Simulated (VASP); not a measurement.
Here is a VASP 6.6.1 calculation.

INCAR

```
SYSTEM = CaO
ALGO = Normal
EDIFF = 1E-7
EDIFFG = -0.002
ENCUT = 600
GGA = PE
GGA_COMPAT = .FALSE.
IBRION = 2
ISIF = 3
ISMEAR = 0
LASPH = .TRUE.
LCHARG = .FALSE.
LREAL = .FALSE.
LWAVE = .FALSE.
NELM = 120
NELMIN = 4
NSW = 100
PREC = Accurate
PSTRESS = 500.0
SIGMA = 0.02
```

KPOINTS

```
k-points
0
G
  8 8 8
  0 0 0
```

Contents of POSCAR:

```
CaO
1.0
    0.0000000000      2.4065000000      2.4065000000
    2.4065000000      0.0000000000      2.4065000000
    2.4065000000      2.4065000000      0.0000000000
Ca O
1 1
Direct
    0.0000000000      0.0000000000      0.0000000000
    0.5000000000      0.5000000000      0.5000000000
```

Potentials or basis: VASP PAW PBE potentials, release 64 (Ca_sv, O).

Launch:

```sh
$ cat potpaw_PBE.64/Ca_sv/POTCAR potpaw_PBE.64/O/POTCAR > POTCAR
$ mpirun -np 1 vasp_std > vasp.out
```

(1) What does it give for the relaxed cell?

(2) What does it give for the relaxed volume?

## Answers

(1) a = 3.132 Å, b = 3.132 Å, c = 3.132 Å, α = 60.00°, β = 60.00°, γ = 60.00°.

(2) 10.86 Å³/atom.

Caveat: the cell is relaxed towards a set pressure, so the run minimises the enthalpy, not the energy; the volume moved by over 15 % at a fixed basis, so the end points are rough.
